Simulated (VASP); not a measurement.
# AlN (aluminium nitride) (P6_3mc) in VASP: notebook

Runs on AlN (aluminium nitride). Level: r2SCAN. Tasks: single point, relaxation of cell and atoms.

Program: VASP 6.6.1. These are calculated values, not measurements. Logs are shortened: lines on timing, memory, paths and dates and some standing lists are left out, and cuts for length are marked.

### Step 1. The cell of the first run

The structure is hexagonal, space group P6_3mc (No. 186). The conventional cell has a = 3.107 Å, b = 3.107 Å, c = 4.979 Å, α = 90.00°, β = 90.00°, γ = 120.00°. Al (site symmetry 3m) has 4 N at 1.89 to 1.90 Å within 2.5 Å. Within 2.5 Å of N (site symmetry 3m) lie 4 Al at 1.89 to 1.90 Å.

### Step 2. Single point, r2SCAN

The input, POSCAR:

```
AlN
1.0
    3.1066172077      0.0000000000      0.0000000000
   -1.5533086039      2.6904094217      0.0000000000
    0.0000000000      0.0000000000      4.9785390056
Al N
2 2
Direct
    0.3333333333      0.6666666667      0.0001106279
    0.6666666667      0.3333333333      0.5001106279
    0.3333333333      0.6666666667      0.3816893721
    0.6666666667      0.3333333333      0.8816893721
```

The input, INCAR.step1:

```
ALGO = Normal
EDIFF = 1E-4
ENCUT = 520
GGA = PE
ISMEAR = 0
LASPH = True
LCHARG = False
LREAL = False
LWAVE = True
NBANDS = 16
NELM = 80
PREC = Accurate
SIGMA = 0.01
```

The input, INCAR.step2:

```
ALGO = Normal
EDIFF = 1E-6
ENCUT = 520
ISIF = 2
ISMEAR = 0
ISTART = 1
LASPH = True
LCHARG = False
LMIXTAU = True
LREAL = False
LWAVE = False
METAGGA = R2SCAN
NBANDS = 16
NELM = 80
PREC = Accurate
SIGMA = 0.01
```

The input, KPOINTS:

```
k-points
0
Gamma
  10 10 6
```

Potentials or basis: VASP PAW PBE potentials, release 64 (Al, N).

Run with:

```
> cat potpaw_PBE.64/Al/POTCAR potpaw_PBE.64/N/POTCAR > POTCAR
> cp INCAR.step1 INCAR
> mpirun -np 1 vasp_std > vasp.out
> cp INCAR.step2 INCAR
> mpirun -np 1 vasp_std > vasp.out
```

OUTCAR:

```text
EDIFF = 1E-6
   ENCUT = 520
   ISIF = 2
   ISMEAR = 0
   ISTART = 1
   LASPH = True
   LREAL = False
   METAGGA = R2SCAN
   NELM = 80
   PREC = Accurate

 ion  position               nearest neighbor table
   1  0.333  0.667  0.000-   4 1.89   4 1.89   4 1.89   3 1.90   2 3.07   2 3.07   2 3.07   2 3.07
                             2 3.07   2 3.07
   2  0.667  0.333  0.500-   3 1.89   3 1.89   3 1.89   4 1.90   1 3.07   1 3.07   1 3.07   1 3.07
                             1 3.07   1 3.07
   3  0.333  0.667  0.382-   2 1.89   2 1.89   2 1.89   1 1.90
   4  0.667  0.333  0.882-   1 1.89   1 1.89   1 1.89   2 1.90

  LATTYP: Found a hexagonal cell.
 ALAT       =     3.1066172077
 C/A-ratio  =     1.6025595279

  Lattice vectors:

 A1 = (   3.1066172077,   0.0000000000,   0.0000000000)
 A2 = (  -1.5533086039,   2.6904094217,   0.0000000000)
 A3 = (   0.0000000000,   0.0000000000,   4.9785390056)

Analysis of symmetry for initial positions (statically):
=====================================================================
 Subroutine PRICEL returns:
 Original cell was already a primitive cell.

 Routine SETGRP: Setting up the symmetry group for a
 hexagonal supercell.

 Subroutine GETGRP returns: Found 12 space group operations
 (whereof  6 operations were pure point group operations)
 out of a pool of 24 trial point group operations.

The static configuration has the point symmetry C_3v.
 The point group associated with its full space group is C_6v.

Analysis of symmetry for dynamics (positions and initial velocities):
=====================================================================
 Subroutine PRICEL returns:
 Original cell was already a primitive cell.

 Routine SETGRP: Setting up the symmetry group for a
 hexagonal supercell.

 Subroutine GETGRP returns: Found 12 space group operations
 (whereof  6 operations were pure point group operations)
 out of a pool of 24 trial point group operations.

The dynamic configuration has the point symmetry C_3v.
 The point group associated with its full space group is C_6v.

 Subroutine INISYM returns: Found 12 space group operations
 (whereof  6 operations are pure point group operations),
 and found     1 'primitive' translations

----------------------------------------------------------------------------------------

                                     Primitive cell

  volume of cell :      41.6110

  direct lattice vectors                    reciprocal lattice vectors
     3.106617208  0.000000000  0.000000000     0.321893537  0.185845320  0.000000000
    -1.553308604  2.690409422  0.000000000     0.000000000  0.371690640  0.000000000
     0.000000000  0.000000000  4.978539006     0.000000000  0.000000000  0.200862140

  length of vectors
     3.106617208  3.106617208  4.978539006     0.371690640  0.371690640  0.200862140

  position of ions in fractional coordinates (direct lattice)
     0.333333333  0.666666667  0.000110628
     0.666666667  0.333333333  0.500110628
     0.333333333  0.666666667  0.381689372
     0.666666667  0.333333333  0.881689372

  ion indices of the primitive-cell ions
   primitive index   ion index
                 1           1
                 2           2
                 3           3
                 4           4

----------------------------------------------------------------------------------------

 KPOINTS: k-points

Automatic generation of k-mesh.
 Grid dimensions read from file:
 generate k-points for:   10   10    6

 Generating k-lattice:

  Cartesian coordinates                     Fractional coordinates (reciprocal lattice)
     0.032189354  0.018584532  0.000000000     0.100000000  0.000000000  0.000000000
     0.000000000  0.037169064  0.000000000     0.000000000  0.100000000  0.000000000
     0.000000000  0.000000000  0.033477023     0.000000000  0.000000000  0.166666667

  Length of vectors
     0.037169064  0.037169064  0.033477023

  Shift w.r.t. Gamma in fractional coordinates (k-lattice)
     0.000000000  0.000000000  0.000000000

 Subroutine IBZKPT returns following result:
 ===========================================

 Found     56 irreducible k-points:

 Following reciprocal coordinates:
            Coordinates               Weight
  0.000000  0.000000  0.000000      1.000000
  0.100000 -0.000000  0.000000      6.000000
  0.200000 -0.000000  0.000000      6.000000
  0.300000 -0.000000  0.000000      6.000000
  0.400000 -0.000000  0.000000      6.000000
  0.500000 -0.000000  0.000000      3.000000
[... 16 lines left out ...]
  0.300000  0.100000  0.166667     24.000000
  0.400000  0.100000  0.166667     24.000000
 [... further k-points ...]
   k-points           NKPTS =     56   k-points in BZ     NKDIM =     56   number of bands    NBANDS=     16
   number of dos      NEDOS =    301   number of ions     NIONS =      4
   total plane-waves  NPLWV =  23040
   dimension x,y,z NGX =    24 NGY =   24 NGZ =   40
   dimension x,y,z NGXF=    48 NGYF=   48 NGZF=   80
   ions per type =               2   2
   NGX,Y,Z   is equivalent  to a cutoff of  12.84, 12.84, 13.36 a.u.
   NGXF,Y,Z  is equivalent  to a cutoff of  25.69, 25.69, 26.71 a.u.
 SYSTEM =  unknown system
   PREC   = accura    normal or accurate (medium, high low for compatibility)
   ISTART =      1    job   : 0-new  1-cont  2-samecut
   ICHARG =      0    charge: 1-file 2-atom 10-const
   ISPIN  =      1    spin polarized calculation?
   LNONCOLLINEAR =      F non collinear calculations
   LSORBIT =      F    spin-orbit coupling
   LASPH  =      T    aspherical Exc in radial PAW
   ENCUT  =  520.0 eV  38.22 Ry    6.18 a.u.   5.78  5.78  9.26*2*pi/ulx,y,z
   NELM   =     80;   NELMIN=  2; NELMDL=  0     # of ELM steps
   EDIFF  = 0.1E-05   stopping-criterion for ELM
   LREAL  =      F    real-space projection
   EDIFFG = 0.1E-04   stopping-criterion for IOM
   NSW    =      0    number of steps for IOM
   IBRION =     -1    ionic relax: 0-MD 1-quasi-New 2-CG
   NFREE  =      0    steps in history (QN), initial steepest desc. (CG)
   ISIF   =      2    stress and relaxation
   ISYM   =      2    0-nonsym 1-usesym 2-fastsym
   POTIM  = 0.5000    time-step for ionic-motion
   TEBEG  =    0.0;   TEEND  =   0.0 temperature during run
   PSTRESS=    0.0 pullay stress
   NELECT =      16.0000    total number of electrons
   NUPDOWN=      -1.0000    fix difference up-down
   EMIN   =  10.00;   EMAX   =-10.00  energy-range for DOS
   EFERMI =   0.00;   METHOD = LEGACY
   ISMEAR =     0;   SIGMA  =   0.01  broadening in eV -4-tet -1-fermi 0-gaus
   EFERMI_NEDOS =   21; number of points for ismear=-14 and -15
   IALGO  =     38    algorithm
   IMIX   =      4    mixing-type and parameters
     AMIX     =   0.40;   BMIX     =  1.00
     AMIX_MAG =   1.60;   BMIX_MAG =  1.00
  volume/ion in A,a.u.               =      10.40        70.20
  Fermi-wavevector in a.u.,A,eV,Ry     =   1.190453  2.249629 19.281873  1.417178
  Thomas-Fermi vector in A             =   2.326537
   LORBIT       =      0    0 simple, 1 ext, 2 COOP (PROOUT), +10 PAW based schemes
   METAGGA = R2SCAN    functional components
   LHFCALC =     F    Hartree Fock is set to
   AEXX    =    0.0000 exact exchange contribution
   IVDW    =     0    specifies the selected vdW correction
   LEPSILON=     F    determine dielectric tensor
   LRPA    =     F    only Hartree local field effects (RPA)
 non-spin polarized calculation
 Gauss-broadening in eV      SIGMA  =   0.01
  energy-cutoff  :      520.00
  volume of cell :       41.61
 maximum number of plane-waves:      1132
 NGX is ok and might be reduce to    24
   NGX = 11   NGY = 11   NGZ = 19

 number of electron      15.9999996 magnetization

 Free energy of the ion-electron system (eV)
  ---------------------------------------------------
  ext. energy  EPLUGINS =         0.00000000
  ---------------------------------------------------
  free energy    TOTEN  =       -38.45635944 eV

  energy without entropy =      -38.45635944  energy(sigma->0) =      -38.45635944

 E-fermi :   6.0402     XC(G=0): -11.4169

 val. band max:        5.9178486956   @ k =   0.0000   0.0000   0.0000
 cond. band min:      10.8392234502   @ k =   0.0000   0.0000   0.0000
 fundamental gap:      4.9213747546
 Fermi energy:         6.0402477628

 k-point     1 :       0.0000    0.0000    0.0000
  band No.  band energies     occupation
      1     -10.0623      2.00000
      2      -7.9404      2.00000
      3      -0.1514      2.00000
      4       5.0343      2.00000
      5       5.0343      2.00000
      6       5.6950      2.00000
[... 8 lines left out ...]
     15      20.0431      0.00000
     16      20.0431      0.00000

 k-point     2 :       0.1000   -0.0000    0.0000
  band No.  band energies     occupation
      1      -9.9342      2.00000
      2      -7.8690      2.00000
      3       0.0035      2.00000
      4       4.4574      2.00000
      5       4.8679      2.00000
      6       5.1377      2.00000
[... 8 lines left out ...]
     15      20.0034      0.00000
     16      20.0643      0.00000

 k-point     3 :       0.2000   -0.0000    0.0000
  band No.  band energies     occupation
      1      -9.5674      2.00000
      2      -7.6838      2.00000
      3       0.4557      2.00000
      4       3.1418      2.00000
      5       4.0188      2.00000
      6       4.5059      2.00000
[... 8 lines left out ...]
     15      19.1824      0.00000
     16      19.5345      0.00000

 k-point     4 :       0.3000   -0.0000    0.0000
  band No.  band energies     occupation
      1      -9.0227      2.00000
      2      -7.4759      2.00000
      3       1.1602      2.00000
      4       1.7658      2.00000
      5       2.8804      2.00000
      6       4.1361      2.00000
[... 8 lines left out ...]
     15      19.0400      0.00000
     16      20.9487      0.00000
[... 324 lines left out ...]
 k-point    22 :       0.2000    0.1000    0.1667
  band No.  band energies     occupation
      1      -9.1361      2.00000
      2      -7.6834      2.00000
      3       0.9984      2.00000
      4       2.5779      2.00000
      5       3.0460      2.00000
      6       4.2404      2.00000
[... 8 lines left out ...]
     15      19.3801      0.00000
     16      20.6801      0.00000

 k-point    23 :       0.3000    0.1000    0.1667
  band No.  band energies     occupation
      1      -8.5745      2.00000
      2      -7.4832      2.00000
      3       0.9593      2.00000
      4       1.8091      2.00000
      5       2.5731      2.00000
      6       3.7622      2.00000
[... 8 lines left out ...]
     15      19.3670      0.00000
     16      21.4673      0.00000

 k-point    24 :       0.4000    0.1000    0.1667
  band No.  band energies     occupation
      1      -8.0935      2.00000
      2      -7.4426      2.00000
      3       0.4457      2.00000
      4       1.4683      2.00000
      5       2.8111      2.00000
      6       3.5952      2.00000
[... 8 lines left out ...]
     15      19.5665      0.00000
     16      22.0152      0.00000

 [... further k-points ...]
[... 5 lines left out ...]
  --------------------------------------------------------------------------------------
  -------------------------------------------------------------------------------------
  Total       -0.1003045     -0.1003045     -0.0940785      0.0000000     -0.0000000      0.0000000
  in kB       -3.8620936     -3.8620936     -3.6223724      0.0000000     -0.0000000      0.0000000
  external PRESSURE =      -3.7821865 kB  Pullay stress =       0.0000000 kB

 VOLUME and BASIS-vectors are now :
 -----------------------------------------------------------------------------
  energy-cutoff  :      520.00
  volume of cell :       41.61
      direct lattice vectors                 reciprocal lattice vectors
     3.106617208  0.000000000  0.000000000     0.321893537  0.185845320  0.000000000
    -1.553308604  2.690409422  0.000000000     0.000000000  0.371690640  0.000000000
     0.000000000  0.000000000  4.978539006     0.000000000  0.000000000  0.200862140

 POSITION                                       TOTAL-FORCE (eV/Angst)
 -----------------------------------------------------------------------------------
     -0.00000      1.79361      0.00055        -0.000000      0.000000     -0.003391
      1.55331      0.89680      2.48982         0.000000     -0.000000     -0.003391
     -0.00000      1.79361      1.90026        -0.000000      0.000000      0.003391
      1.55331      0.89680      4.38952         0.000000     -0.000000      0.003391
 -----------------------------------------------------------------------------------
    total drift:                               -0.000000     -0.000000     -0.019835

  FREE ENERGIE OF THE ION-ELECTRON SYSTEM (eV)
  ---------------------------------------------------
  free  energy   TOTEN  =       -38.4563594388 eV

  energy  without entropy=      -38.4563594388  energy(sigma->0) =      -38.45635944
```

Run time: 40 s. Hardware: 1 thread of Intel Xeon 6975P-C (Granite Rapids), shared host; peak memory 0.17 GiB.

Results:

```
Free energy            : -38.4564 eV
Pressure               : -0.4 GPa
Largest force          : 0.003 eV/Å
Band gap on the k mesh : 4.92 eV, direct
```

Forces in eV/Å, atoms in the order of the input:
```
Al   0.000  0.000 -0.003
Al   0.000  0.000 -0.003
N    0.000  0.000  0.003
N    0.000  0.000  0.003
```

Levels at points of the mesh, in eV from the valence-band top:
| k point | band 5 | band 6 | band 7 | band 8 | band 9 | band 10 | band 11 | band 12 |
| --- | --- | --- | --- | --- | --- | --- | --- | --- |
| (0.00, 0.00, 0.00) | -0.88 | -0.22 | -0.22 | 0.00 | 4.92 | 7.54 | 11.62 | 12.05 |
| (0.50, 0.00, 0.00) | -3.39 | -2.14 | -1.77 | -0.71 | 6.45 | 6.56 | 9.05 | 11.26 |
| (0.00, 0.00, 0.50) | -0.56 | -0.56 | -0.56 | -0.56 | 7.26 | 7.26 | 11.32 | 11.32 |
| (0.50, 0.00, 0.50) | -1.50 | -1.50 | -1.39 | -1.39 | 6.00 | 6.00 | 10.15 | 10.15 |

Caveat: the PAW data sets were made with another functional, which shifts forces and pressure a little. A k mesh can miss the band edges.

### Step 3. Relaxation of cell and atoms, r2SCAN

This run uses another cell than the first one, of 10.44 Å³/atom, 1.004 times its volume.

The input, POSCAR:

```
AlN
1.0
    3.1120000000      0.0000000000      0.0000000000
   -1.5560000000      2.6950710566      0.0000000000
    0.0000000000      0.0000000000      4.9800000000
Al N
2 2
Direct
    0.3333333333      0.6666666667      0.0000000000
    0.6666666667      0.3333333333      0.5000000000
    0.3333333333      0.6666666667      0.3818000000
    0.6666666667      0.3333333333      0.8818000000
```

The input, INCAR.step1:

```
SYSTEM = AlN
ALGO = Normal ; EDIFF = 1E-4
ENCUT = 600 ; GGA = PE
ISMEAR = 0 ; LASPH = .TRUE.
LCHARG = .FALSE. ; LREAL = .FALSE.
LWAVE = .TRUE. ; NELM = 80
PREC = Accurate ; SIGMA = 0.01
```

The input, INCAR.step2:

```
SYSTEM = AlN
ALGO = Normal ; EDIFF = 1E-6
EDIFFG = -0.002 ; ENCUT = 600
IBRION = 2 ; ISIF = 3
ISMEAR = 0 ; ISTART = 1
LASPH = .TRUE. ; LCHARG = .FALSE.
LMIXTAU = .TRUE. ; LREAL = .FALSE.
LWAVE = .FALSE. ; METAGGA = R2SCAN
NELM = 80 ; NSW = 80
PREC = Accurate ; SIGMA = 0.01
```

The input, KPOINTS:

```
k-points
0
G
  10 10 6
  0 0 0
```

Potentials or basis: VASP PAW PBE potentials, release 64 (Al, N).

Run with:

```
> cat potpaw_PBE.64/Al/POTCAR potpaw_PBE.64/N/POTCAR > POTCAR
> cp INCAR.step1 INCAR
> mpirun -np 1 vasp_std > vasp.out
> cp INCAR.step2 INCAR
> mpirun -np 1 vasp_std > vasp.out
```

It took 4.5 min on 1 thread of Intel Xeon 6975P-C (Granite Rapids), shared host; peak memory 0.2 GiB.

Results (log left out):

```yaml
Free_energy: -38.4558 eV
Relaxed_volume: 10.39 Å³/atom
Relaxed_cell: a = 3.105 Å, b = 3.105 Å, c = 4.976 Å, α = 90.00°, β = 90.00°, γ = 120.00°
Space_group_after_relaxing_to_0.05_Å: P6_3mc (No. 186)
Energy_gained_by_relaxing: 0.2 meV/atom
Ionic_steps: 8
Pressure_after_relaxing: 0.0 GPa
Band_gap_on_the_k_mesh: 4.93 eV, direct
```

The path:
```csv
step,energy change (eV),largest force (eV/Å),pressure (GPa),volume (Å³)
1,0.0000,0.0037,-1.11,41.77
2,0.0001,0.0165,1.13,41.33
3,-0.0008,0.0056,-0.05,41.56
4,-0.0008,0.0061,0.01,41.55
5,-0.0008,0.0014,0.01,41.55
6,-0.0008,0.0034,0.00,41.55
7,-0.0008,0.0014,-0.01,41.55
8,-0.0008,0.0018,0.00,41.55
```

Final structure:
```yaml
crystal:
  lattice:
    - [3.10506, 0.00000, 0.00000]
    - [-1.55253, 2.68906, 0.00000]
    - [0.00000, 0.00000, 4.97633]
  atoms:
    - { symbol: Al, position: [0.33333, 0.66667, 0.00010] }
    - { symbol: Al, position: [0.66667, 0.33333, 0.50010] }
    - { symbol: N, position: [0.33333, 0.66667, 0.38170] }
    - { symbol: N, position: [0.66667, 0.33333, 0.88170] }
```

Levels at points of the mesh, in eV from the valence-band top:
```
           k point  band 6  band 7  band 8  band 9  band 10  band 11
(0.00, 0.00, 0.00)   -0.22   -0.22    0.00    4.93     7.56    11.63
(0.50, 0.00, 0.00)   -2.14   -1.77   -0.71    6.45     6.57     9.07
(0.00, 0.00, 0.50)   -0.56   -0.56   -0.56    7.27     7.27    11.33
(0.50, 0.00, 0.50)   -1.50   -1.39   -1.39    6.01     6.01    10.16
```

Caveat: the PAW data sets were made with another functional, which shifts forces and pressure a little. r2SCAN opens gaps a little over a GGA but as a rule still falls short of measured ones.
